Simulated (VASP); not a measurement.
# Ag in VASP: single point with PBE

Aim: the single point of Ag with PBE.

Everything below comes from runs of VASP 6.6.1. Logs are shortened: lines on timing, memory, paths and dates and some standing lists are left out, and cuts for length are marked.

### 1 The cell of the first run

The cell holds a slab with vacuum, 4 atoms: a = 3.003 Å, b = 3.003 Å, c = 27.327 Å, α = 90.00°, β = 90.00°, γ = 90.00°.

### 2 Single point, PBE

INCAR reads:

```
SYSTEM = Ag
ALGO     = Normal         ! electronic algorithm
DIPOL    = 0.5 0.5 0.670
EDIFF    = 1E-6           ! SCF threshold, eV
ENCUT    = 400            ! plane-wave cutoff, eV
GGA      = PE             ! functional
GGA_COMPAT= .FALSE.      
IDIPOL   = 3            
ISIF     = 2              ! what is computed and relaxed
ISMEAR   = 1              ! smearing method
LASPH    = .TRUE.         ! aspherical terms in the spheres
LCHARG   = .FALSE.        ! write CHGCAR
LDIPOL   = .TRUE.       
LREAL    = .FALSE.        ! projectors in reciprocal space
LWAVE    = .FALSE.        ! write WAVECAR
NBANDS   = 30             ! bands
NELM     = 120            ! most SCF steps
NELMDL   = -8           
PREC     = Accurate       ! precision mode
SIGMA    = 0.1            ! smearing width, eV
```

KPOINTS reads:

```
k-points
0
G
  12 12 1
  0 0 0
```

POSCAR reads:

```
Ag
1.0
    3.0028735415      0.0000000000      0.0000000000
    0.0000000000      3.0028735415      0.0000000000
    0.0000000000      0.0000000000     27.3269002605
Ag
4
Direct
    0.5000000000      0.5000000000      0.5604469011
    0.0000000000      0.0000000000      0.6333304081
    0.5000000000      0.5000000000      0.7063576688
    1.0000000000      1.0000000000      0.7779754697
```

Potentials or basis: VASP PAW PBE potentials, release 64 (Ag).

Run with:

```bash
$ cat potpaw_PBE.64/Ag/POTCAR > POTCAR
$ mpirun -np 1 vasp_std > vasp.out
```

OUTCAR:

```text
SYSTEM = Ag
   EDIFF = 1E-6
   ENCUT = 400
   GGA = PE
   ISIF = 2
   ISMEAR = 1
   LASPH = .TRUE.
   LREAL = .FALSE.
   NELM = 120
   NELMDL = -8
   PREC = Accurate

 ion  position               nearest neighbor table
   1  0.500  0.500  0.560-   2 2.91   2 2.91   2 2.91   2 2.91
   2  0.000  0.000  0.633-   1 2.91   1 2.91   1 2.91   1 2.91   3 2.91   3 2.91   3 2.91   3 2.91

   3  0.500  0.500  0.706-   4 2.89   4 2.89   4 2.89   4 2.89   2 2.91   2 2.91   2 2.91   2 2.91

   4  0.000  0.000  0.778-   3 2.89   3 2.89   3 2.89   3 2.89

  LATTYP: Found a simple tetragonal cell.
 ALAT       =     3.0028735415
 C/A-ratio  =     9.1002501047

  Lattice vectors:

 A1 = (   3.0028735415,   0.0000000000,   0.0000000000)
 A2 = (   0.0000000000,   3.0028735415,   0.0000000000)
 A3 = (   0.0000000000,   0.0000000000,  27.3269002605)

Analysis of symmetry for initial positions (statically):
=====================================================================
 Subroutine PRICEL returns:
 Original cell was already a primitive cell.

 Routine SETGRP: Setting up the symmetry group for a
 simple tetragonal supercell.

 Subroutine GETGRP returns: Found  8 space group operations
 (whereof  8 operations were pure point group operations)
 out of a pool of 16 trial point group operations.

The static configuration has the point symmetry C_4v.

Analysis of symmetry for dynamics (positions and initial velocities):
=====================================================================
 Subroutine PRICEL returns:
 Original cell was already a primitive cell.

 Routine SETGRP: Setting up the symmetry group for a
 simple tetragonal supercell.

 Subroutine GETGRP returns: Found  8 space group operations
 (whereof  8 operations were pure point group operations)
 out of a pool of 16 trial point group operations.

The dynamic configuration has the point symmetry C_4v.

 Subroutine INISYM returns: Found  8 space group operations
 (whereof  8 operations are pure point group operations),
 and found     1 'primitive' translations

----------------------------------------------------------------------------------------

                                     Primitive cell

  volume of cell :     246.4135

  direct lattice vectors                    reciprocal lattice vectors
     3.002873542  0.000000000  0.000000000     0.333014356  0.000000000  0.000000000
     0.000000000  3.002873542  0.000000000     0.000000000  0.333014356  0.000000000
     0.000000000  0.000000000 27.326900261     0.000000000  0.000000000  0.036593978

  length of vectors
     3.002873542  3.002873542 27.326900261     0.333014356  0.333014356  0.036593978

  position of ions in fractional coordinates (direct lattice)
     0.500000000  0.500000000  0.560446901
     0.000000000  0.000000000  0.633330408
     0.500000000  0.500000000  0.706357669
     0.000000000  0.000000000  0.777975470

  ion indices of the primitive-cell ions
   primitive index   ion index
                 1           1
                 2           2
                 3           3
                 4           4

----------------------------------------------------------------------------------------

 KPOINTS: k-points

Automatic generation of k-mesh.
 Grid dimensions read from file:
 generate k-points for:   12   12    1

 Generating k-lattice:

  Cartesian coordinates                     Fractional coordinates (reciprocal lattice)
     0.027751196  0.000000000  0.000000000     0.083333333  0.000000000  0.000000000
     0.000000000  0.027751196  0.000000000     0.000000000  0.083333333  0.000000000
     0.000000000  0.000000000  0.036593978     0.000000000  0.000000000  1.000000000

  Length of vectors
     0.027751196  0.027751196  0.036593978

  Shift w.r.t. Gamma in fractional coordinates (k-lattice)
     0.000000000  0.000000000  0.000000000

 Subroutine IBZKPT returns following result:
 ===========================================

 Found     28 irreducible k-points:

 Following reciprocal coordinates:
            Coordinates               Weight
  0.000000  0.000000  0.000000      1.000000
  0.083333  0.000000  0.000000      4.000000
  0.166667  0.000000  0.000000      4.000000
  0.250000  0.000000  0.000000      4.000000
  0.333333  0.000000  0.000000      4.000000
  0.416667  0.000000  0.000000      4.000000
[... 16 lines left out ...]
  0.333333  0.333333  0.000000      4.000000
  0.416667  0.333333  0.000000      8.000000
 [... further k-points ...]
   k-points           NKPTS =     28   k-points in BZ     NKDIM =     28   number of bands    NBANDS=     30
   number of dos      NEDOS =    301   number of ions     NIONS =      4
   total plane-waves  NPLWV =  72000
   dimension x,y,z NGX =    20 NGY =   20 NGZ =  180
   dimension x,y,z NGXF=    40 NGYF=   40 NGZF=  360
   ions per type =               4
   NGX,Y,Z   is equivalent  to a cutoff of  11.07, 11.07, 10.95 a.u.
   NGXF,Y,Z  is equivalent  to a cutoff of  22.14, 22.14, 21.90 a.u.
 SYSTEM =  Ag
   PREC   = accura    normal or accurate (medium, high low for compatibility)
   ISTART =      0    job   : 0-new  1-cont  2-samecut
   ICHARG =      2    charge: 1-file 2-atom 10-const
   ISPIN  =      1    spin polarized calculation?
   LNONCOLLINEAR =      F non collinear calculations
   LSORBIT =      F    spin-orbit coupling
   LASPH  =      T    aspherical Exc in radial PAW
   ENCUT  =  400.0 eV  29.40 Ry    5.42 a.u.   4.90  4.90 44.56*2*pi/ulx,y,z
   NELM   =    120;   NELMIN=  2; NELMDL= -8     # of ELM steps
   EDIFF  = 0.1E-05   stopping-criterion for ELM
   LREAL  =      F    real-space projection
   EDIFFG = 0.1E-04   stopping-criterion for IOM
   NSW    =      0    number of steps for IOM
   IBRION =     -1    ionic relax: 0-MD 1-quasi-New 2-CG
   NFREE  =      0    steps in history (QN), initial steepest desc. (CG)
   ISIF   =      2    stress and relaxation
   ISYM   =      2    0-nonsym 1-usesym 2-fastsym
   POTIM  = 0.5000    time-step for ionic-motion
   TEBEG  =    0.0;   TEEND  =   0.0 temperature during run
   PSTRESS=    0.0 pullay stress
   NELECT =      44.0000    total number of electrons
   NUPDOWN=      -1.0000    fix difference up-down
   EMIN   =  10.00;   EMAX   =-10.00  energy-range for DOS
   EFERMI =   0.00;   METHOD = LEGACY
   ISMEAR =     1;   SIGMA  =   0.10  broadening in eV -4-tet -1-fermi 0-gaus
   EFERMI_NEDOS =   21; number of points for ismear=-14 and -15
   IALGO  =     38    algorithm
   IMIX   =      4    mixing-type and parameters
     AMIX     =   0.40;   BMIX     =  1.00
     AMIX_MAG =   1.60;   BMIX_MAG =  1.00
  volume/ion in A,a.u.               =      61.60       415.72
  Fermi-wavevector in a.u.,A,eV,Ry     =   0.921873  1.742087 11.562899  0.849849
  Thomas-Fermi vector in A             =   2.047337
   LORBIT       =      0    0 simple, 1 ext, 2 COOP (PROOUT), +10 PAW based schemes
   GGA     = PE    functional components
   LHFCALC =     F    Hartree Fock is set to
   AEXX    =    0.0000 exact exchange contribution
   IVDW    =     0    specifies the selected vdW correction
   LEPSILON=     F    determine dielectric tensor
   LRPA    =     F    only Hartree local field effects (RPA)
 non-spin polarized calculation
 Methfessel and Paxton  Order N= 1 SIGMA  =   0.10
  energy-cutoff  :      400.00
  volume of cell :      246.41
 maximum number of plane-waves:      4524
 NGX is ok and might be reduce to    20
   NGX =  9   NGY =  9   NGZ = 89

 dipolmoment           0.000000      0.000000      0.001420 electrons x Angstroem

 number of electron      43.9999995 magnetization

 dipolmoment           0.000000      0.000000     -0.000250 electrons x Angstroem

 Free energy of the ion-electron system (eV)
  ---------------------------------------------------
  ext. energy  EPLUGINS =         0.00000000
  ---------------------------------------------------
  free energy    TOTEN  =        -9.93676716 eV

  energy without entropy =       -9.93604056  energy(sigma->0) =       -9.93652496

 E-fermi :  -0.6474     XC(G=0):  -4.1200

 val. band max:       -0.6601905031   @ k =   0.3333   0.0833   0.0000
 cond. band min:      -0.5826719662   @ k =   0.3333   0.3333   0.0000
 fundamental gap:      0.0775185369
 Fermi energy:        -0.6473614948

 k-point     1 :       0.0000    0.0000    0.0000
  band No.  band energies     occupation
      1      -7.5157      2.00000
      2      -6.5627      2.00000
      3      -6.4514      2.00000
      4      -6.2015      2.00000
      5      -5.9869      2.00000
      6      -5.9731      2.00000
[... 22 lines left out ...]
     29       4.5235      0.00000
     30       5.6383      0.00000

 k-point     2 :       0.0833    0.0000    0.0000
  band No.  band energies     occupation
      1      -7.3919      2.00000
      2      -6.4999      2.00000
      3      -6.3879      2.00000
      4      -6.1281      2.00000
      5      -5.9779      2.00000
      6      -5.8707      2.00000
[... 22 lines left out ...]
     29       4.6352      0.00000
     30       5.7604      0.00000

 k-point     3 :       0.1667    0.0000    0.0000
  band No.  band energies     occupation
      1      -7.0539      2.00000
      2      -6.3928      2.00000
      3      -6.1558      2.00000
      4      -6.0444      2.00000
      5      -5.9663      2.00000
      6      -5.5868      2.00000
[... 22 lines left out ...]
     29       4.9694      0.00000
     30       6.1247      0.00000

 k-point     4 :       0.2500    0.0000    0.0000
  band No.  band energies     occupation
      1      -6.6453      2.00000
      2      -6.3158      2.00000
      3      -6.0460      2.00000
      4      -5.9389      2.00000
      5      -5.8160      2.00000
      6      -5.2725      2.00000
[... 616 lines left out ...]
     29       7.5342      0.00000
     30       7.5473      0.00000

 k-point    23 :       0.3333    0.3333    0.0000
  band No.  band energies     occupation
      1      -6.1329      2.00000
      2      -6.1219      2.00000
      3      -6.0996      2.00000
      4      -6.0202      2.00000
      5      -5.5976      2.00000
      6      -5.5862      2.00000
[... 22 lines left out ...]
     29       6.6312      0.00000
     30       7.0286      0.00000

 k-point    24 :       0.4167    0.3333    0.0000
  band No.  band energies     occupation
      1      -6.2400      2.00000
      2      -6.2247      2.00000
      3      -6.2194      2.00000
      4      -6.1690      2.00000
      5      -5.6474      2.00000
      6      -5.6296      2.00000
[... 22 lines left out ...]
     29       6.8134      0.00000
     30       7.2014      0.00000

 [... further k-points ...]

------------------------ aborting loop because EDIFF is reached ----------------------------------------

 vacuum level on the upper side and lower side of the slab       (xc-potential included)        -0.024        -0.019

  FORCE on cell =-STRESS in cart. coord.  units (eV):
  Direction    XX          YY          ZZ          XY          YZ          ZX
  --------------------------------------------------------------------------------------
  -------------------------------------------------------------------------------------
  Total       -1.7286685     -1.7286685     -0.5022142      0.0000000      0.0000000      0.0000000
  in kB      -11.2397811    -11.2397811     -3.2653907      0.0000000      0.0000000      0.0000000
  external PRESSURE =      -8.5816510 kB  Pullay stress =       0.0000000 kB

 VOLUME and BASIS-vectors are now :
 -----------------------------------------------------------------------------
  energy-cutoff  :      400.00
  volume of cell :      246.41
      direct lattice vectors                 reciprocal lattice vectors
     3.002873542  0.000000000  0.000000000     0.333014356  0.000000000  0.000000000
     0.000000000  3.002873542  0.000000000     0.000000000  0.333014356  0.000000000
     0.000000000  0.000000000 27.326900261     0.000000000  0.000000000  0.036593978

 POSITION                                       TOTAL-FORCE (eV/Angst)
 -----------------------------------------------------------------------------------
      1.50144      1.50144     15.31528         0.000000     -0.000000      0.110771
      0.00000      0.00000     17.30696        -0.000000     -0.000000     -0.088805
      1.50144      1.50144     19.30257        -0.000000     -0.000000     -0.000426
      0.00000      0.00000     21.25966        -0.000000      0.000000     -0.021540
 -----------------------------------------------------------------------------------
    total drift:                               -0.000000      0.000000      0.000242

  FREE ENERGIE OF THE ION-ELECTRON SYSTEM (eV)
  ---------------------------------------------------
  free  energy   TOTEN  =        -9.9367671644 eV

  energy  without entropy=       -9.9360405594  energy(sigma->0) =       -9.93652496

 vacuum level on the upper side and lower side of the slab         3.387         3.392
```

It took 5.6 min on 1 thread of Intel Xeon 8259CL, shared host; peak memory 0.3 GiB.

What came out:

```yaml
Free_energy: -9.9368 eV
Largest_force: 0.111 eV/Å
Band_gap_on_the_k_mesh: zero (band 22 reaches 1.64 eV, above the bottom of band 23 at -2.93 eV)
```

Forces in eV/Å, atoms in the order of the input:
```
Ag   0.000  0.000  0.111
Ag   0.000  0.000 -0.089
Ag   0.000  0.000  0.000
Ag   0.000  0.000 -0.022
```

Levels at points of the mesh, in eV from the Fermi level:
```csv
k point,band 19,band 20,band 21,band 22,band 23,band 24,band 25,band 26
"(0.00, 0.00, 0.00)",-3.11,-2.97,-2.88,-2.88,-2.28,0.13,1.78,4.04
"(0.50, 0.00, 0.00)",-2.96,-2.96,-0.62,-0.62,0.13,0.15,2.63,2.64
"(0.50, 0.50, 0.00)",-2.71,-2.69,2.15,2.15,4.13,4.13,5.99,5.99
```
